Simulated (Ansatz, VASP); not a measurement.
**One calculation of Si2W, two programs**

The input INCAR:

```
PREC = Accurate
ENCUT = 600
EDIFF = 1E-6
ISMEAR = -1
SIGMA = 0.05
LREAL = F
LASPH = T
NELM = 150
ALGO = Normal
ISIF = 3
LWAVE = F
LCHARG = F
LMAXMIX = 4
LDAU = T
LDAUTYPE = 2
LDAUL = 2 -1
LDAUU = 4 0
LDAUJ = 0 0
LDAUPRINT = 1
GGA = PS
IBRION = 2
NSW = 60
EDIFFG = -0.01
```

The input KPOINTS:

```
Automatic mesh
0
Gamma
  12 12 12
```

The input POSCAR:

```
Si2W
1.0
   -1.6069000000      1.6069000000      3.9149500000
    1.6069000000     -1.6069000000      3.9149500000
    1.6069000000      1.6069000000     -3.9149500000
W Si
1 2
Direct
    0.0000000000      0.0000000000      0.0000000000
    0.6653000000      0.6653000000      0.0000000000
    0.3347000000      0.3347000000      0.0000000000
```

File input.yaml:

```yaml
crystal:
  lattice:
    - [-1.6069, 1.6069, 3.91495]
    - [1.6069, -1.6069, 3.91495]
    - [1.6069, 1.6069, -3.91495]
  atoms:
    - { symbol: W, position: [0.0, 0.0, 0.0] }
    - { symbol: Si, position: [0.6653, 0.6653, 0.0] }
    - { symbol: Si, position: [0.3347, 0.3347, 0.0] }
hamiltonian:
  xc: pbesol
  pseudopotentials: { kind: paw }
  hubbard: { sites: [{ species: W, l: d, u_eff: 4.0 }] }
kpoints:
  mp_grid: { grid: [12, 12, 12] }
scf:
  occupations: { method: fermi_dirac, width: 0.05 }
output:
  forces: true
  stress: true
  eigenvalues: true
relax:
  f_tol: 0.01
  max_steps: 40
  cell: { stress_tol: 0.05 }
```

Alike in both runs: task relaxation of cell and atoms; functional PBEsol; k mesh 12 × 12 × 12; occupations fermi-dirac, width 0.05 eV; no spin polarisation; Hubbard terms W d U = 4.0 eV.

|  | VASP | Ansatz |
| --- | --- | --- |
| version | VASP 6.6.1 | Ansatz 0.2.0 |
| potentials or method | VASP PAW PBE potentials, release 64 (W_sv, Si) | Ansatz PAW |
| plane-wave cutoff (eV) | 600 | 420 |
| valence electrons in the cell | 22 | 22 |

|  | VASP | Ansatz | Ansatz less VASP |
| --- | --- | --- | --- |
| gap on the k mesh at the Fermi level, each at its own relaxed structure (eV) | none | none | - |
| relaxed volume (Å³/atom) | 13.60 | 13.34 | -0.268 |
| relaxed cell length with the largest relative difference (Å) | 4.539 | 4.507 | -0.0328 |

VASP's potentials were made for PBE, not for PBEsol. The programs project onto different local orbitals, so the same U acts differently, and such runs can settle in different states. A gap of «none» marks a metal or a gap that the smearing closes.

Neither program's run includes spin-orbit coupling. Noted on Ansatz's run: the plane-wave basis is chosen anew once the cell has moved, so the energies of steps on either side of that aren't comparable.
